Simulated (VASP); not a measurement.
Set up this calculation in VASP 6.6.1, as the native input.

```yaml
Task: single point
Functional: PBEsol
Potentials_or_basis: VASP PAW PBE potentials, release 64 (O, H, Na_sv, Br)
Cutoff: 840 eV
k_mesh: 1 × 1 × 1
Occupations: fermi-dirac, width 0.05 eV
Spin: no spin polarisation
Dipole_correction: no
Further_INCAR_settings: ALGO = Normal; EDIFF = 1e-06; NBANDS = 37
```

The structure of NaH8BrO4 lies in POSCAR:

```
NaH8BrO4
1.0
    5.9739610000      0.0000000000      0.0000000000
    0.0000000000      5.9739610000      0.0000000000
    0.0000000000      0.0000000000      5.9739610000
O H Na Br
4 8 1 1
Direct
   -0.1068805103      0.8208958847      0.8402632692
    0.2275374747      0.8596641324      0.4674955193
    0.8216156751      0.3930725360      0.3481776999
    0.5379345463      0.0898231508      0.7680498751
   -0.0943092866      0.7627267737      0.6884544442
    0.0132407962      0.7574538903      0.9235915668
    0.2273366030      0.7552443011      0.3626404658
    0.1479755224      0.7822950300      0.5961203965
    0.9875190012      0.3970564923      0.2793623862
    0.7280763969      0.2840828723      0.2482272650
    0.5758993070     -0.0560766969      0.8285457505
    0.3938592836      0.0579012819      0.7005904458
    0.8770227994      0.1417819768      0.6381862888
    0.2321910036      0.5124740520     -0.0506698989
```

These files were run (other wordings do the same):

INCAR

```
  PREC = Accurate
  ENCUT = 840
  EDIFF = 1E-6
  ISMEAR = -1
  SIGMA = 0.05
  LREAL = F
  LASPH = T
  NELM = 120
  ALGO = Normal
  ISIF = 2
  LWAVE = F
  LCHARG = F
  GGA = PS
  NBANDS = 37
  GGA_COMPAT = F
```

KPOINTS

```
regular mesh
0
Gamma
  1 1 1
```

Potentials or basis: VASP PAW PBE potentials, release 64 (O, H, Na_sv, Br).

The run is started by

```console
$ cat potpaw_PBE.64/O/POTCAR potpaw_PBE.64/H/POTCAR potpaw_PBE.64/Na_sv/POTCAR potpaw_PBE.64/Br/POTCAR > POTCAR
$ mpirun -np 1 vasp_gam > vasp.out
```

Results of the run:

* Pressure: 1.9 GPa
* Largest force: 7.105 eV/Å

Caveat: the k points lie up to 1.05 Å⁻¹ apart, too coarse for converged energies, forces and pressures; the atoms stand as in a frame of molecular dynamics; the PAW data sets were made with another functional, which shifts forces and pressure a little.

It took 32 s on 1 thread of AMD EPYC 7R43 64-Core Processor (Zen 3) (shared host), peak memory 0.38 GiB.
